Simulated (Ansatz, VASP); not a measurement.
C: VASP beside Ansatz

Contents of INCAR:

```
SYSTEM = C
PREC = Accurate
ENCUT = 520
EDIFF = 1E-7
ISMEAR = 0
SIGMA = 0.05
LREAL = .False.
LASPH = .True.
NELM = 60
ALGO = Normal
ISIF = 2
LWAVE = .False.
LCHARG = .False.
GGA = PE
NBANDS = 11
```

File KPOINTS:

```
Automatic mesh
0
Gamma
  12 12 12
  0 0 0
```

Contents of POSCAR:

```
C
1.0
    0.0000000000      1.7699067555      1.9491983099
    1.7699067555      0.0000000000      1.9491983099
    1.7699067555      1.7699067555      0.0000000000
C
2
Direct
    0.5000000000      0.5000000000      0.5000000000
    0.7500000000      0.7500000000      0.7500000000
```

Input for Ansatz:

```yaml
crystal:
  lattice:
    - [0.0, 1.7699067555, 1.9491983099]
    - [1.7699067555, 0.0, 1.9491983099]
    - [1.7699067555, 1.7699067555, 0.0]
  atoms:
    - { symbol: C, position: [0.5, 0.5, 0.5] }
    - { symbol: C, position: [0.75, 0.75, 0.75] }
basis:
  ecutwfc: 520.0
kpoints:
  mp_grid: { grid: [12, 12, 12] }
hamiltonian:
  xc: pbe
  pseudopotentials: { kind: paw, azcp: { folder: soft_1 } }
scf:
  occupations: { method: gaussian, width: 0.05 }
output:
  forces: true
  stress: true
  eigenvalues: true
```

Alike in both runs: task single point; functional PBE; k mesh 12 × 12 × 12; occupations gaussian, width 0.05 eV; no spin polarisation.

|  | VASP | Ansatz |
| --- | --- | --- |
| version | VASP 6.6.1 | Ansatz 0.2.0 |
| potentials or method | VASP PAW PBE potentials, release 64 (C), cutoff 520 eV | scalar-relativistic, plane waves, PAW |
| valence electrons in the cell | 8 | 8 |

```tsv
	VASP	Ansatz	Ansatz less VASP
gap on the k mesh at the Fermi level (eV)	2.84	2.84	+0.007
least direct gap on the mesh (eV)	4.57	4.58	+0.003
pressure (GPa)	-25.6	-26.0	-0.37
traceless stress, the component that is largest in VASP (GPa)	-60.27	-60.25	+0.021
```
